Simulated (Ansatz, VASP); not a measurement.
# Hf in VASP and in Ansatz

```
Hf
1.0
     3.15845    0.00000    0.00000
    -1.57923    2.73530    0.00000
     0.00000    0.00000   28.50450
Hf
6
Cartesian
  2.3688 0.4559 8.0996
  -0.7896 2.2794 10.4473
  2.3688 0.4559 13.0196
  -0.7896 2.2794 15.4849
  2.3688 0.4559 18.0572
  -0.7896 2.2794 20.4049
```

Alike in both runs: functional PBEsol; k mesh 12 × 12 × 1; occupations fermi-dirac, width 0.08 eV; no spin polarisation.

Ansatz relaxed the structure, and its values are those at the end. VASP's run is a single point on that final structure, the one shown.

```csv
,VASP,Ansatz
version,VASP 6.6.1,Ansatz 0.2.0
potentials or method,"VASP PAW PBE potentials, release 64 (Hf_pv), cutoff 520 eV","all-electron LAPW, scalar-relativistic"
```

|  | VASP | Ansatz | Ansatz less VASP |
| --- | --- | --- | --- |
| rms of the force components (eV/Å) | 0.017 | 0.001 | -0.0154 |

VASP's potentials were made for PBE, not for PBEsol. Ansatz ran all-electron here, and VASP with PAW potentials.

Spin-orbit coupling is off throughout.
